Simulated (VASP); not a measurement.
Write the native input for VASP 6.6.1 that does the following.

```
Task                   : relaxation of cell and atoms
Functional             : LDA
Potentials or basis    : VASP PAW LDA potentials, release 64 (K_sv, Cd, C, O, F)
Cutoff                 : 600 eV
k mesh                 : 6 × 6 × 6
Occupations            : gaussian, width 0.02 eV
Spin                   : no spin polarisation
Dipole correction      : no
Further INCAR settings : ALGO = Normal; EDIFF = 1e-06; IBRION = 2; EDIFFG = -0.005; NSW = 70; ISIF = 3
```

The structure of KCdCO3F lies in POSCAR:

```
KCdCO3F
1.0
    5.1337856221      0.0000000000      0.0000000000
   -2.5668928111      4.4459887663      0.0000000000
    0.0000000000      0.0000000000      4.4871737454
K Cd C O F
1 1 1 3 1
Direct
    0.0000000000      0.0000000000      0.0000000000
    0.6666666667      0.3333333333      0.5000000000
    0.3333333333      0.6666666667      0.5000000000
    0.1879041669      0.3758083338      0.5000000000
    0.1879041669      0.8120958331      0.5000000000
    0.6241916662      0.8120958331      0.5000000000
    0.6666666667      0.3333333333      0.0000000000
```

These files were run (other wordings do the same):

INCAR

```
PREC = Accurate
ENCUT = 600
EDIFF = 1E-6
ISMEAR = 0
SIGMA = 0.02
LREAL = False
LASPH = True
NELM = 100
ALGO = Normal
ISIF = 3
LWAVE = False
LCHARG = False
GGA = CA
IBRION = 2
NSW = 70
EDIFFG = -0.005
```

KPOINTS

```
regular mesh
0
Gamma
  6 6 6
```

Potentials or basis: VASP PAW LDA potentials, release 64 (K_sv, Cd, C, O, F).

The run is started by

```sh
$ cat potpaw_LDA.64/K_sv/POTCAR potpaw_LDA.64/Cd/POTCAR potpaw_LDA.64/C/POTCAR potpaw_LDA.64/O/POTCAR potpaw_LDA.64/F/POTCAR > POTCAR
$ mpirun -np 1 vasp_std > vasp.out
```

It gave:

```
Relaxed volume                         : 13.21 Å³/atom
Relaxed cell                           : a = 4.958 Å, b = 4.958 Å, c = 4.346 Å, α = 90.00°, β = 90.00°, γ = 120.00°
Space group after relaxing (to 0.05 Å) : P-6m2 (No. 187)
Energy gained by relaxing              : 30.8 meV/atom
Ionic steps                            : 15
Pressure after relaxing                : 0.0 GPa
Band gap on the k mesh                 : 2.02 eV, indirect (least direct gap 2.02 eV)
```

Run time: 20 min on 1 thread of Intel Xeon 6975P-C, with other jobs on the host, peak memory 0.3 GiB.
